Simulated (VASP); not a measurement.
# CuO (Cc) in VASP: notebook

Runs on CuO. Level: PBEsol. Tasks: single point.

Program: VASP 6.6.1. These are calculated values, not measurements. Logs are shortened: lines on timing, memory, paths and dates and some standing lists are left out, and cuts for length are marked.

## (1) The cell of the first run

The structure is monoclinic, space group Cc (No. 9). The conventional cell has a = 4.689 Å, b = 3.427 Å, c = 5.132 Å, α = 90.00°, β = 99.65°, γ = 90.00°. Cu (site symmetry 1) has 4 O at 1.91 to 2.02 Å within 2.5 Å. O (site symmetry 1) has 4 Cu at 1.91 to 2.02 Å within 2.5 Å.

## (2) Single point, PBEsol, collinear spin, zero start

Contents of INCAR:

```
SYSTEM = CuO
PREC = Accurate
ENCUT = 520
EDIFF = 1E-7
ISMEAR = 0
SIGMA = 0.05
LREAL = .False.
LASPH = .True.
NELM = 150
ALGO = Normal
ISIF = 2
LWAVE = .False.
LCHARG = .False.
ISPIN = 2
MAGMOM = 0 0 0 0
LORBIT = 11
LMAXMIX = 4
GGA = PS
NBANDS = 29
```

Contents of KPOINTS:

```
regular mesh
0
Gamma
  7 7 4
  0 0 0
```

Contents of POSCAR:

```
CuO
1.0
    2.3446497600     -1.7133998200      0.0000000000
    2.3446497600      1.7133998200      0.0000000000
   -0.8605499100      0.0000000000      5.0594394800
Cu O
2 2
Direct
    0.0032000000      0.4968000000      0.0000000000
    0.4968000000      0.0032000000      0.5000000000
    0.5714000000      0.4056000000      0.2537000000
    0.4056000000      0.5714000000      0.7537000000
```

Potentials or basis: VASP PAW PBE potentials, release 64 (Cu, O).

Started as:

```
cat potpaw_PBE.64/Cu/POTCAR potpaw_PBE.64/O/POTCAR > POTCAR
mpirun -np 1 vasp_std > vasp.out
```

OUTCAR:

```text
SYSTEM = CuO
   PREC = Accurate
   ENCUT = 520
   EDIFF = 1E-7
   ISMEAR = 0
   LREAL = .False.
   LASPH = .True.
   NELM = 150
   ISIF = 2
   ISPIN = 2
   LORBIT = 11
   GGA = PS

 ion  position               nearest neighbor table
   1  0.003  0.497  0.000-   4 1.91   3 1.93   4 1.98   3 2.02
   2  0.497  0.003  0.500-   3 1.91   4 1.93   3 1.98   4 2.02
   3  0.571  0.406  0.254-   2 1.91   1 1.93   2 1.98   1 2.02
   4  0.406  0.571  0.754-   1 1.91   2 1.93   1 1.98   2 2.02

  LATTYP: Found a base centered monoclinic cell.
 ALAT       =     4.6892995200
 B/A-ratio  =     0.7307700490
 C/A-ratio  =     1.0944283419
 COS(beta)  =    -0.1676798045

  Lattice vectors:

 A1 = (   2.3446497600,  -1.7133998200,   0.0000000000)
 A2 = (   2.3446497600,   1.7133998200,   0.0000000000)
 A3 = (  -0.8605499100,   0.0000000000,   5.0594394800)

Analysis of symmetry for initial positions (statically):
=====================================================================
 Subroutine PRICEL returns:
 Original cell was already a primitive cell.

 Routine SETGRP: Setting up the symmetry group for a
 base centered monoclinic supercell.

 Subroutine GETGRP returns: Found  2 space group operations
 (whereof  1 operations were pure point group operations)
 out of a pool of  4 trial point group operations.

The static configuration has the point symmetry C_1 .
 The point group associated with its full space group is C_1h.

Analysis of symmetry for dynamics (positions and initial velocities):
=====================================================================
 Subroutine PRICEL returns:
 Original cell was already a primitive cell.

 Routine SETGRP: Setting up the symmetry group for a
 base centered monoclinic supercell.

 Subroutine GETGRP returns: Found  2 space group operations
 (whereof  1 operations were pure point group operations)
 out of a pool of  4 trial point group operations.

The dynamic configuration has the point symmetry C_1 .
 The point group associated with its full space group is C_1h.

Analysis of structural, dynamic, and magnetic symmetry:
=====================================================================
 Subroutine PRICEL returns:
 Original cell was already a primitive cell.

 Routine SETGRP: Setting up the symmetry group for a
 base centered monoclinic supercell.

 Subroutine GETGRP returns: Found  2 space group operations
 (whereof  1 operations were pure point group operations)
 out of a pool of  4 trial point group operations.

The overall configuration has the point symmetry C_1 .
 The point group associated with its full space group is C_1h.

 Subroutine INISYM returns: Found  2 space group operations
 (whereof  1 operations are pure point group operations),
[... 133 lines left out ...]
  energy-cutoff  :      520.00
  volume of cell :       40.65
 maximum number of plane-waves:      1129
 NGX is ok and might be reduce to    24
   NGX = 11   NGY = 11   NGZ = 19

 number of electron      34.0000000 magnetization       0.0000000

 number of electron      33.9999999 magnetization      -0.0000141

 Free energy of the ion-electron system (eV)
  ---------------------------------------------------
  ext. energy  EPLUGINS =         0.00000000
  ---------------------------------------------------
  free energy    TOTEN  =       -21.29739226 eV

  energy without entropy =      -21.29398753  energy(sigma->0) =      -21.29568990

 E-fermi :   5.5058     XC(G=0): -12.1682

 val. band max:        5.4859086932   @ k =   0.4286   0.2857   0.5000
 cond. band min:       5.5324038482   @ k =  -0.1429  -0.0000   0.2500
 fundamental gap:      0.0464951550
 Fermi energy:         5.5058266696

 spin component 1

 k-point     1 :       0.0000    0.0000    0.0000
  band No.  band energies     occupation
      1     -14.3299      1.00000
      2     -12.9841      1.00000
      3      -2.6726      1.00000
      4      -0.0439      1.00000
      5       0.3179      1.00000
      6       2.1277      1.00000
[... 757 lines left out ...]
     28      23.7317      0.00000
     29      25.5628      0.00000

 [... further k-points ...]

 spin component 2

 k-point     1 :       0.0000    0.0000    0.0000
  band No.  band energies     occupation
      1     -14.3299      1.00000
      2     -12.9841      1.00000
      3      -2.6726      1.00000
      4      -0.0439      1.00000
      5       0.3179      1.00000
      6       2.1277      1.00000
[... 757 lines left out ...]
     28      23.7317      0.00000
     29      25.5628      0.00000

 [... further k-points ...]

------------------------ aborting loop because EDIFF is reached ----------------------------------------

  FORCE on cell =-STRESS in cart. coord.  units (eV):
  Direction    XX          YY          ZZ          XY          YZ          ZX
  --------------------------------------------------------------------------------------
  -------------------------------------------------------------------------------------
  Total       -0.6059695     -0.0290327     -0.9013996      0.0000000      0.0000000     -0.2842537
  in kB      -23.8831856     -1.1442711    -35.5270252      0.0000000      0.0000000    -11.2033420
  external PRESSURE =     -20.1848273 kB  Pullay stress =       0.0000000 kB

 VOLUME and BASIS-vectors are now :
 -----------------------------------------------------------------------------
  energy-cutoff  :      520.00
  volume of cell :       40.65
      direct lattice vectors                 reciprocal lattice vectors
     2.344649760 -1.713399820  0.000000000     0.213251467 -0.291817470  0.036271514
     2.344649760  1.713399820  0.000000000     0.213251467  0.291817470  0.036271514
    -0.860549910  0.000000000  5.059439480     0.000000000  0.000000000  0.197650353

 POSITION                                       TOTAL-FORCE (eV/Angst)
 -----------------------------------------------------------------------------------
      1.17232      0.84573      0.00000        -0.606743      0.336617      0.235479
      0.74205     -0.84573      2.52972        -0.606743     -0.336617      0.235479
      2.07240     -0.28408      1.28358         0.606743      0.391899     -0.235479
      1.64213      0.28408      3.81330         0.606743     -0.391899     -0.235479
 -----------------------------------------------------------------------------------
    total drift:                               -0.000131      0.000000     -0.000514

  FREE ENERGIE OF THE ION-ELECTRON SYSTEM (eV)
  ---------------------------------------------------
  free  energy   TOTEN  =       -21.2973922632 eV

  energy  without entropy=      -21.2939875323  energy(sigma->0) =      -21.29568990

 total charge

# of ion       s       p       d       tot
------------------------------------------
    1        0.385   0.393   9.139   9.917
    2        0.385   0.393   9.139   9.917
    3        1.572   3.361   0.000   4.933
    4        1.572   3.361   0.000   4.933
--------------------------------------------------
tot          3.913   7.509  18.278  29.700

 magnetization (x)

# of ion       s       p       d       tot
------------------------------------------
    1       -0.000  -0.000  -0.000  -0.000
    2       -0.000  -0.000  -0.000  -0.000
    3       -0.000  -0.000   0.000  -0.000
    4       -0.000  -0.000   0.000  -0.000
--------------------------------------------------
tot         -0.000  -0.000  -0.000  -0.000
```

stdout:

```text
POSCAR found type information on POSCAR CuO
 POSCAR found :  2 types and       4 ions
 scaLAPACK will be used
 -----------------------------------------------------------------------------
|                                                                             |
|                                                                             |
|     You enforced a specific xc type in the INCAR file but a different       |
|     I HOPE YOU KNOW WHAT YOU ARE DOING!                                     |
|                                                                             |
 -----------------------------------------------------------------------------

 LDA part: xc-table for (Slater+PW92), standard interpolation
 POSCAR, INCAR and KPOINTS ok, starting setup
 FFT: planning ... GRIDC
 FFT: planning ... GRID_SOFT
 FFT: planning ... GRID
 WAVECAR not read
 entering main loop
```

Run time: 3 min. Hardware: 1 thread of AMD EPYC 7R43 (Zen 3), shared host; peak memory 0.2 GiB.

What came out:

```
Free energy                                           : -21.2974 eV
Pressure                                              : -2.0 GPa
Largest force                                         : 0.760 eV/Å
Band gap on the k mesh                                : zero (filled and empty bands overlap)
Net moment                                            : 0.00 μB per cell
Valence electrons inside the program's atomic spheres : Cu 9.92; O 4.93
```

Forces on the atoms (eV/Å):
```
Cu  -0.607  0.337  0.235
Cu  -0.607 -0.337  0.235
O    0.607  0.392 -0.235
O    0.607 -0.392 -0.235
```

Stress tensor (GPa, compression positive):
```
-2.39  0.00 -1.12
 0.00 -0.11  0.00
-1.12  0.00 -3.55
```

Levels at points of the mesh, in eV from the Fermi level:
Spin up:
```tsv
k point	band 14	band 15	band 16	band 17	band 18	band 19	band 20	band 21
(0.00, 0.00, 0.00)	-2.20	-2.11	-1.62	0.23	0.93	1.66	5.92	8.10
(0.00, 0.00, 0.50)	-2.21	-1.44	-1.44	0.25	0.25	3.87	3.87	11.58
```
Spin down:
```tsv
k point	band 13	band 14	band 15	band 16	band 17	band 18	band 19	band 20	band 21	band 22
(0.00, 0.00, 0.00)	-2.30	-2.20	-2.11	-1.62	0.23	0.93	1.66	5.92	8.10	13.23
(0.00, 0.00, 0.50)	-2.21	-2.21	-1.44	-1.44	0.25	0.25	3.87	3.87	11.58	11.58
```

Caveat: the PAW data sets were made with another functional, which shifts forces and pressure a little; semilocal functionals often make such compounds metallic where correlation or magnetic order opens a gap, which also shifts bond lengths.

## (3) Single point, PBEsol, collinear spin

Contents of INCAR:

```
  ALGO = Normal
  EDIFF = 1E-6
  ENCUT = 520
  GGA = PS
  ISIF = 2
  ISMEAR = 0
  ISPIN = 2
  LASPH = T
  LCHARG = F
  LMAXMIX = 4
  LORBIT = 11
  LREAL = F
  LWAVE = F
  MAGMOM = 1 1 0 0
  NBANDS = 29
  NELM = 150
  PREC = Accurate
  SIGMA = 0.05
```

Contents of KPOINTS:

```
k-points
0
Gamma
  7 7 4
```

POSCAR is that of step 2.

Potentials or basis: VASP PAW PBE potentials, release 64 (Cu, O).

Started as:

```
cat potpaw_PBE.64/Cu/POTCAR potpaw_PBE.64/O/POTCAR > POTCAR
mpirun -np 1 vasp_std > vasp.out
```

OUTCAR:

```text
EDIFF = 1E-6
   ENCUT = 520
   GGA = PS
   ISIF = 2
   ISMEAR = 0
   ISPIN = 2
   LASPH = T
   LORBIT = 11
   LREAL = F
   NELM = 150
   PREC = Accurate

 ion  position               nearest neighbor table
   1  0.003  0.497  0.000-   4 1.91   3 1.93   4 1.98   3 2.02
   2  0.497  0.003  0.500-   3 1.91   4 1.93   3 1.98   4 2.02
   3  0.571  0.406  0.254-   2 1.91   1 1.93   2 1.98   1 2.02
   4  0.406  0.571  0.754-   1 1.91   2 1.93   1 1.98   2 2.02

  LATTYP: Found a base centered monoclinic cell.
 ALAT       =     4.6892995200
 B/A-ratio  =     0.7307700490
 C/A-ratio  =     1.0944283419
 COS(beta)  =    -0.1676798045

  Lattice vectors:

 A1 = (   2.3446497600,  -1.7133998200,   0.0000000000)
 A2 = (   2.3446497600,   1.7133998200,   0.0000000000)
 A3 = (  -0.8605499100,   0.0000000000,   5.0594394800)
[... 1745 lines left out ...]
     28      23.7312      0.00000
     29      25.5621      0.00000

 [... further k-points ...]

------------------------ aborting loop because EDIFF is reached ----------------------------------------

  FORCE on cell =-STRESS in cart. coord.  units (eV):
  Direction    XX          YY          ZZ          XY          YZ          ZX
  --------------------------------------------------------------------------------------
  -------------------------------------------------------------------------------------
  Total       -0.6610663     -0.0841314     -0.9559802      0.0000000      0.0000000     -0.2833675
  in kB      -26.0547243     -3.3158857    -37.6782208      0.0000000      0.0000000    -11.1684142
  external PRESSURE =     -22.3496103 kB  Pullay stress =       0.0000000 kB

 VOLUME and BASIS-vectors are now :
 -----------------------------------------------------------------------------
  energy-cutoff  :      520.00
  volume of cell :       40.65
      direct lattice vectors                 reciprocal lattice vectors
     2.344649760 -1.713399820  0.000000000     0.213251467 -0.291817470  0.036271514
     2.344649760  1.713399820  0.000000000     0.213251467  0.291817470  0.036271514
    -0.860549910  0.000000000  5.059439480     0.000000000  0.000000000  0.197650353

 POSITION                                       TOTAL-FORCE (eV/Angst)
 -----------------------------------------------------------------------------------
      1.17232      0.84573      0.00000        -0.606697      0.336495      0.235414
      0.74205     -0.84573      2.52972        -0.606697     -0.336495      0.235414
      2.07240     -0.28408      1.28358         0.606697      0.391940     -0.235414
      1.64213      0.28408      3.81330         0.606697     -0.391940     -0.235414
 -----------------------------------------------------------------------------------
    total drift:                                0.000065      0.000000     -0.000428

  FREE ENERGIE OF THE ION-ELECTRON SYSTEM (eV)
  ---------------------------------------------------
  free  energy   TOTEN  =       -21.2973910098 eV

  energy  without entropy=      -21.2939861336  energy(sigma->0) =      -21.29568857

 total charge

# of ion       s       p       d       tot
------------------------------------------
    1        0.385   0.393   9.139   9.917
    2        0.385   0.393   9.139   9.917
    3        1.572   3.361   0.000   4.933
    4        1.572   3.361   0.000   4.933
--------------------------------------------------
tot          3.913   7.509  18.278  29.700

 magnetization (x)

# of ion       s       p       d       tot
------------------------------------------
    1        0.000  -0.000  -0.002  -0.002
    2        0.000  -0.000  -0.002  -0.002
    3       -0.000  -0.001   0.000  -0.001
    4       -0.000  -0.001   0.000  -0.001
--------------------------------------------------
tot         -0.000  -0.002  -0.004  -0.006
```

OSZICAR:

```text
N       E                     dE             d eps       ncg     rms          rms(c)
DAV:   1     0.290025440403E+03    0.29003E+03   -0.15880E+04  7801   0.186E+03
DAV:   2     0.907453242717E+01   -0.28095E+03   -0.25325E+03  7096   0.369E+02
DAV:   3    -0.261501794807E+02   -0.35225E+02   -0.32711E+02  8005   0.136E+02
DAV:   4    -0.272267345696E+02   -0.10766E+01   -0.10687E+01  8493   0.262E+01
DAV:   5    -0.272439353231E+02   -0.17201E-01   -0.17199E-01  8437   0.310E+00    0.181E+01
DAV:   6    -0.243455374149E+02    0.28984E+01   -0.27635E+01  9593   0.139E+02    0.165E+01
DAV:   7    -0.212256153834E+02    0.31199E+01   -0.80230E+00  8669   0.994E+01    0.310E+00
DAV:   8    -0.213114280790E+02   -0.85813E-01   -0.11969E+00  9548   0.882E+00    0.121E+00
DAV:   9    -0.212962390028E+02    0.15189E-01   -0.25887E-02 10481   0.305E+00    0.322E-01
DAV:  10    -0.212974888195E+02   -0.12498E-02   -0.30201E-03 10521   0.717E-01    0.142E-01
DAV:  11    -0.212973787651E+02    0.11005E-03   -0.22133E-04 10646   0.205E-01    0.645E-02
DAV:  12    -0.212973907107E+02   -0.11946E-04   -0.58499E-05 10627   0.140E-01    0.217E-02
DAV:  13    -0.212973910098E+02   -0.29907E-06   -0.56955E-06  9600   0.323E-02
   1 F= -.21297391E+02 E0= -.21295689E+02  d E =-.340488E-02  mag=    -0.0029
```

stdout:

```text
POSCAR found type information on POSCAR CuO
 POSCAR found :  2 types and       4 ions
 scaLAPACK will be used
 -----------------------------------------------------------------------------
|                                                                             |
|                                                                             |
|     You enforced a specific xc type in the INCAR file but a different       |
|     I HOPE YOU KNOW WHAT YOU ARE DOING!                                     |
|                                                                             |
 -----------------------------------------------------------------------------

 LDA part: xc-table for (Slater+PW92), standard interpolation
 POSCAR, INCAR and KPOINTS ok, starting setup
 FFT: planning ... GRIDC
 FFT: planning ... GRID_SOFT
 FFT: planning ... GRID
 WAVECAR not read
 entering main loop
```

It took 2.2 min on 1 thread of AMD EPYC 7R43 (Zen 3), shared host; peak memory 0.2 GiB.

Results:

| Property | Result |
| --- | --- |
| Free energy | -21.2974 eV |
| Pressure | -2.2 GPa |
| Largest force | 0.760 eV/Å |
| Band gap on the k mesh | zero (filled and empty bands overlap) |
| Net moment | -0.01 μB per cell |
| Valence electrons inside the program's atomic spheres | Cu 9.92; O 4.93 |

Forces in eV/Å, atoms in the order of the input:
```
Cu  -0.607  0.336  0.235
Cu  -0.607 -0.336  0.235
O    0.607  0.392 -0.235
O    0.607 -0.392 -0.235
```

Stress tensor (GPa, compression positive):
```
-2.61  0.00 -1.12
 0.00 -0.33  0.00
-1.12  0.00 -3.77
```

Levels at points of the mesh, in eV from the Fermi level:
Spin up:
```tsv
k point	band 13	band 14	band 15	band 16	band 17	band 18	band 19	band 20	band 21	band 22
(0.00, 0.00, 0.00)	-2.30	-2.19	-2.11	-1.62	0.23	0.93	1.66	5.92	8.11	13.23
(0.00, 0.00, 0.50)	-2.20	-2.20	-1.44	-1.44	0.25	0.25	3.87	3.87	11.58	11.58
```
Spin down:
```
           k point  band 14  band 15  band 16  band 17  band 18  band 19  band 20  band 21
(0.00, 0.00, 0.00)    -2.20    -2.11    -1.62     0.23     0.93     1.66     5.92     8.10
(0.00, 0.00, 0.50)    -2.21    -1.45    -1.45     0.25     0.25     3.87     3.87    11.58
```

Caveat: the PAW data sets were made with another functional, which shifts forces and pressure a little; semilocal functionals often make such compounds metallic where correlation or magnetic order opens a gap, which also shifts bond lengths. With open d or f shells a metallic result of PBEsol can be an artefact of self-interaction; +U or a hybrid may open a gap.

The gap in the log of VASP goes by the Fermi energy; the results here count the filled bands.